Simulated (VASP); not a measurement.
# CuRh2 (P4/nmm) in VASP: single point with PBE

Aim: the single point of CuRh2 with PBE.

All numbers are computed with VASP 6.6.1; they aren't measurements. Logs are shortened: lines on timing, memory, paths and dates and some standing lists are left out, and cuts for length are marked.

### Step 1. The cell of the first run

It takes space group P4/nmm (No. 129, tetragonal). The conventional cell has a = 3.712 Å, b = 3.712 Å, c = 6.292 Å, α = 90.00°, β = 90.00°, γ = 90.00°. Cu (site symmetry 4mm) has 9 Rh at 2.47 to 2.68 Å within 3.3 Å. Within 3.5 Å of Rh (site symmetry -4m2) lie 8 Rh at 2.62 to 2.65 Å and 4 Cu at 2.68 Å. Rh (site symmetry 4mm) has 5 Cu at 2.47 to 2.63 Å and 4 Rh at 2.65 Å within 3.3 Å.

### Step 2. Single point, PBE

File INCAR:

```
ALGO = Fast ; EDIFF = 1E-6
ENCUT = 520 ; GGA = PE
ISIF = 2 ; ISMEAR = 0
LASPH = T ; LCHARG = F
LREAL = F ; LWAVE = F
NBANDS = 50 ; NELM = 100
PREC = Accurate ; SIGMA = 0.1
```

File KPOINTS:

```
k-points
0
Gamma
  10 10 6
```

File POSCAR:

```
CuRh2
1.0
    3.7119521690      0.0000000000      0.0000000000
    0.0000000000      3.7119521690      0.0000000000
    0.0000000000      0.0000000000      6.2919389795
Cu Rh
2 4
Direct
    0.0000000000      0.5000000000      0.6920195020
    0.5000000000      0.0000000000      0.3079804980
    0.0000000000      0.0000000000      0.0000000000
    0.5000000000      0.5000000000      0.0000000000
    0.0000000000      0.5000000000      0.3000045944
    0.5000000000      0.0000000000      0.6999954056
```

Potentials or basis: VASP PAW PBE potentials, release 64 (Cu, Rh_pv).

Launch:

```sh
cat potpaw_PBE.64/Cu/POTCAR potpaw_PBE.64/Rh_pv/POTCAR > POTCAR
mpirun -np 1 vasp_std > vasp.out
```

OUTCAR:

```text
EDIFF = 1E-6
   ENCUT = 520
   GGA = PE
   ISIF = 2
   ISMEAR = 0
   LASPH = T
   LREAL = F
   NELM = 100
   PREC = Accurate

 ion  position               nearest neighbor table
   1  0.000  0.500  0.692-   5 2.47   6 2.63   6 2.63   6 2.63   6 2.63   3 2.68   4 2.68   4 2.68
                             3 2.68
   2  0.500  0.000  0.308-   6 2.47   5 2.63   5 2.63   5 2.63   5 2.63   3 2.68   3 2.68   4 2.68
                             4 2.68
   3  0.000  0.000  0.000-   4 2.62   4 2.62   4 2.62   4 2.62   5 2.65   6 2.65   6 2.65   5 2.65
                             2 2.68   1 2.68   2 2.68   1 2.68
   4  0.500  0.500  0.000-   3 2.62   3 2.62   3 2.62   3 2.62   6 2.65   6 2.65   5 2.65   5 2.65
                             1 2.68   2 2.68   2 2.68   1 2.68
   5  0.000  0.500  0.300-   1 2.47   2 2.63   2 2.63   2 2.63   2 2.63   3 2.65   4 2.65   4 2.65
                             3 2.65
   6  0.500  0.000  0.700-   2 2.47   1 2.63   1 2.63   1 2.63   1 2.63   4 2.65   4 2.65   3 2.65
                             3 2.65

  LATTYP: Found a simple tetragonal cell.
 ALAT       =     3.7119521690
 C/A-ratio  =     1.6950485063

  Lattice vectors:

 A1 = (   3.7119521690,   0.0000000000,   0.0000000000)
 A2 = (   0.0000000000,   3.7119521690,   0.0000000000)
 A3 = (   0.0000000000,   0.0000000000,   6.2919389795)

Analysis of symmetry for initial positions (statically):
=====================================================================
 Subroutine PRICEL returns:
 Original cell was already a primitive cell.

 Routine SETGRP: Setting up the symmetry group for a
 simple tetragonal supercell.

 Subroutine GETGRP returns: Found 16 space group operations
 (whereof  8 operations were pure point group operations)
 out of a pool of 16 trial point group operations.

The static configuration has the point symmetry D_2d.
 The point group associated with its full space group is D_4h.

Analysis of symmetry for dynamics (positions and initial velocities):
=====================================================================
 Subroutine PRICEL returns:
 Original cell was already a primitive cell.

 Routine SETGRP: Setting up the symmetry group for a
 simple tetragonal supercell.

 Subroutine GETGRP returns: Found 16 space group operations
 (whereof  8 operations were pure point group operations)
 out of a pool of 16 trial point group operations.

The dynamic configuration has the point symmetry D_2d.
 The point group associated with its full space group is D_4h.

 Subroutine INISYM returns: Found 16 space group operations
 (whereof  8 operations are pure point group operations),
 and found     1 'primitive' translations

----------------------------------------------------------------------------------------

                                     Primitive cell

  volume of cell :      86.6940

  direct lattice vectors                    reciprocal lattice vectors
     3.711952169  0.000000000  0.000000000     0.269400023  0.000000000  0.000000000
     0.000000000  3.711952169  0.000000000     0.000000000  0.269400023  0.000000000
     0.000000000  0.000000000  6.291938980     0.000000000  0.000000000  0.158933518

  length of vectors
     3.711952169  3.711952169  6.291938980     0.269400023  0.269400023  0.158933518

  position of ions in fractional coordinates (direct lattice)
     0.000000000  0.500000000  0.692019502
     0.500000000  0.000000000  0.307980498
     0.000000000  0.000000000  0.000000000
     0.500000000  0.500000000  0.000000000
     0.000000000  0.500000000  0.300004594
     0.500000000  0.000000000  0.699995406

  ion indices of the primitive-cell ions
   primitive index   ion index
                 1           1
                 2           2
                 3           3
                 4           4
                 5           5
                 6           6

----------------------------------------------------------------------------------------

 KPOINTS: k-points

Automatic generation of k-mesh.
 Grid dimensions read from file:
 generate k-points for:   10   10    6

 Generating k-lattice:

  Cartesian coordinates                     Fractional coordinates (reciprocal lattice)
     0.026940002  0.000000000  0.000000000     0.100000000  0.000000000  0.000000000
     0.000000000  0.026940002  0.000000000     0.000000000  0.100000000  0.000000000
     0.000000000  0.000000000  0.026488920     0.000000000  0.000000000  0.166666667

  Length of vectors
     0.026940002  0.026940002  0.026488920

  Shift w.r.t. Gamma in fractional coordinates (k-lattice)
     0.000000000  0.000000000  0.000000000

 Subroutine IBZKPT returns following result:
 ===========================================

 Found     84 irreducible k-points:

 Following reciprocal coordinates:
            Coordinates               Weight
  0.000000  0.000000  0.000000      1.000000
  0.100000  0.000000  0.000000      4.000000
  0.200000  0.000000  0.000000      4.000000
  0.300000  0.000000  0.000000      4.000000
  0.400000  0.000000  0.000000      4.000000
  0.500000  0.000000  0.000000      2.000000
[... 16 lines left out ...]
  0.100000  0.000000  0.166667      8.000000
  0.200000  0.000000  0.166667      8.000000
 [... further k-points ...]
   k-points           NKPTS =     84   k-points in BZ     NKDIM =     84   number of bands    NBANDS=     50
   number of dos      NEDOS =    301   number of ions     NIONS =      6
   total plane-waves  NPLWV =  37632
   dimension x,y,z NGX =    28 NGY =   28 NGZ =   48
   dimension x,y,z NGXF=    56 NGYF=   56 NGZF=   96
   ions per type =               2   4
   NGX,Y,Z   is equivalent  to a cutoff of  12.54, 12.54, 12.68 a.u.
   NGXF,Y,Z  is equivalent  to a cutoff of  25.08, 25.08, 25.37 a.u.
 SYSTEM =  unknown system
   PREC   = accura    normal or accurate (medium, high low for compatibility)
   ISTART =      0    job   : 0-new  1-cont  2-samecut
   ICHARG =      2    charge: 1-file 2-atom 10-const
   ISPIN  =      1    spin polarized calculation?
   LNONCOLLINEAR =      F non collinear calculations
   LSORBIT =      F    spin-orbit coupling
   LASPH  =      T    aspherical Exc in radial PAW
   ENCUT  =  520.0 eV  38.22 Ry    6.18 a.u.   6.90  6.90 11.70*2*pi/ulx,y,z
   NELM   =    100;   NELMIN=  2; NELMDL= -5     # of ELM steps
   EDIFF  = 0.1E-05   stopping-criterion for ELM
   LREAL  =      F    real-space projection
   EDIFFG = 0.1E-04   stopping-criterion for IOM
   NSW    =      0    number of steps for IOM
   IBRION =     -1    ionic relax: 0-MD 1-quasi-New 2-CG
   NFREE  =      0    steps in history (QN), initial steepest desc. (CG)
   ISIF   =      2    stress and relaxation
   ISYM   =      2    0-nonsym 1-usesym 2-fastsym
   POTIM  = 0.5000    time-step for ionic-motion
   TEBEG  =    0.0;   TEEND  =   0.0 temperature during run
   PSTRESS=    0.0 pullay stress
   NELECT =      82.0000    total number of electrons
   NUPDOWN=      -1.0000    fix difference up-down
   EMIN   =  10.00;   EMAX   =-10.00  energy-range for DOS
   EFERMI =   0.00;   METHOD = LEGACY
   ISMEAR =     0;   SIGMA  =   0.10  broadening in eV -4-tet -1-fermi 0-gaus
   EFERMI_NEDOS =   21; number of points for ismear=-14 and -15
   IALGO  =     68    algorithm
   IMIX   =      4    mixing-type and parameters
     AMIX     =   0.40;   BMIX     =  1.00
     AMIX_MAG =   1.60;   BMIX_MAG =  1.00
  volume/ion in A,a.u.               =      14.45        97.51
  Fermi-wavevector in a.u.,A,eV,Ry     =   1.607002  3.036793 35.136431  2.582455
  Thomas-Fermi vector in A             =   2.703100
   LORBIT       =      0    0 simple, 1 ext, 2 COOP (PROOUT), +10 PAW based schemes
   GGA     = PE    functional components
   LHFCALC =     F    Hartree Fock is set to
   AEXX    =    0.0000 exact exchange contribution
   IVDW    =     0    specifies the selected vdW correction
   LEPSILON=     F    determine dielectric tensor
   LRPA    =     F    only Hartree local field effects (RPA)
 non-spin polarized calculation
 RMM-DIIS sequential band-by-band and
 Gauss-broadening in eV      SIGMA  =   0.10
  energy-cutoff  :      520.00
  volume of cell :       86.69
 maximum number of plane-waves:      2368
 NGX is ok and might be reduce to    28
   NGX = 13   NGY = 13   NGZ = 23

 number of electron      81.9999982 magnetization

 Free energy of the ion-electron system (eV)
  ---------------------------------------------------
  ext. energy  EPLUGINS =         0.00000000
  ---------------------------------------------------
  free energy    TOTEN  =       -34.60295206 eV

  energy without entropy =      -34.53859156  energy(sigma->0) =      -34.57077181

 E-fermi :   8.9997     XC(G=0): -12.9460

 val. band max:        8.9994515333   @ k =   0.5000   0.3000   0.0000
 cond. band min:       8.9997746198   @ k =   0.3000   0.0000   0.3333
 fundamental gap:      0.0003230865
 Fermi energy:         8.9997275144

 k-point     1 :       0.0000    0.0000    0.0000
  band No.  band energies     occupation
      1     -37.9073      2.00000
      2     -37.9073      2.00000
      3     -37.8200      2.00000
      4     -37.6481      2.00000
      5     -37.4679      2.00000
      6     -37.4679      2.00000
[... 42 lines left out ...]
     49      18.0524      0.00000
     50      18.0546      0.00000

 k-point     2 :       0.1000    0.0000    0.0000
  band No.  band energies     occupation
      1     -37.8989      2.00000
      2     -37.8967      2.00000
      3     -37.8162      2.00000
      4     -37.6535      2.00000
      5     -37.4827      2.00000
      6     -37.4788      2.00000
[... 42 lines left out ...]
     49      17.5271      0.00000
     50      18.2892      0.00000

 k-point     3 :       0.2000    0.0000    0.0000
  band No.  band energies     occupation
      1     -37.8743      2.00000
      2     -37.8661      2.00000
      3     -37.8049      2.00000
      4     -37.6689      2.00000
      5     -37.5223      2.00000
      6     -37.5106      2.00000
[... 1102 lines left out ...]
     49      17.7642      0.00000
     50      18.0167      0.00000

 k-point    24 :       0.2000    0.0000    0.1667
  band No.  band energies     occupation
      1     -37.8744      2.00000
      2     -37.8661      2.00000
      3     -37.8048      2.00000
      4     -37.6688      2.00000
      5     -37.5222      2.00000
      6     -37.5106      2.00000
[... 42 lines left out ...]
     49      16.9787      0.00000
     50      18.4352      0.00000

 [... further k-points ...]
[... 5 lines left out ...]
  --------------------------------------------------------------------------------------
  -------------------------------------------------------------------------------------
  Total        0.1132670      0.1132670      0.1417421      0.0000000      0.0000000      0.0000000
  in kB        2.0932672      2.0932672      2.6195114      0.0000000      0.0000000      0.0000000
  external PRESSURE =       2.2686819 kB  Pullay stress =       0.0000000 kB

 VOLUME and BASIS-vectors are now :
 -----------------------------------------------------------------------------
  energy-cutoff  :      520.00
  volume of cell :       86.69
      direct lattice vectors                 reciprocal lattice vectors
     3.711952169  0.000000000  0.000000000     0.269400023  0.000000000  0.000000000
     0.000000000  3.711952169  0.000000000     0.000000000  0.269400023  0.000000000
     0.000000000  0.000000000  6.291938980     0.000000000  0.000000000  0.158933518

 POSITION                                       TOTAL-FORCE (eV/Angst)
 -----------------------------------------------------------------------------------
      0.00000      1.85598      4.35414        -0.000000      0.000000     -0.005232
      1.85598      0.00000      1.93779         0.000000      0.000000      0.005232
      0.00000      0.00000      0.00000         0.000000     -0.000000      0.000000
      1.85598      1.85598      0.00000        -0.000000      0.000000      0.000000
      0.00000      1.85598      1.88761         0.000000      0.000000     -0.018235
      1.85598      0.00000      4.40433        -0.000000      0.000000      0.018235
 -----------------------------------------------------------------------------------
    total drift:                                0.000000      0.000000      0.000000

  FREE ENERGIE OF THE ION-ELECTRON SYSTEM (eV)
  ---------------------------------------------------
  free  energy   TOTEN  =       -34.6029520637 eV

  energy  without entropy=      -34.5385915618  energy(sigma->0) =      -34.57077181
```

It took 3.1 min on 1 thread of Intel Xeon 6975P-C (Granite Rapids), shared host; peak memory 0.38 GiB.

Results:

```yaml
Free_energy: -34.6030 eV
Pressure: 0.2 GPa
Largest_force: 0.018 eV/Å
Band_gap_on_the_k_mesh: zero (band 41 reaches 9.16 eV, above the bottom of band 42 at 8.06 eV)
```

Forces on the atoms (eV/Å):
```
Cu   0.000  0.000 -0.005
Cu   0.000  0.000  0.005
Rh   0.000  0.000  0.000
Rh   0.000  0.000  0.000
Rh   0.000  0.000 -0.018
Rh   0.000  0.000  0.018
```
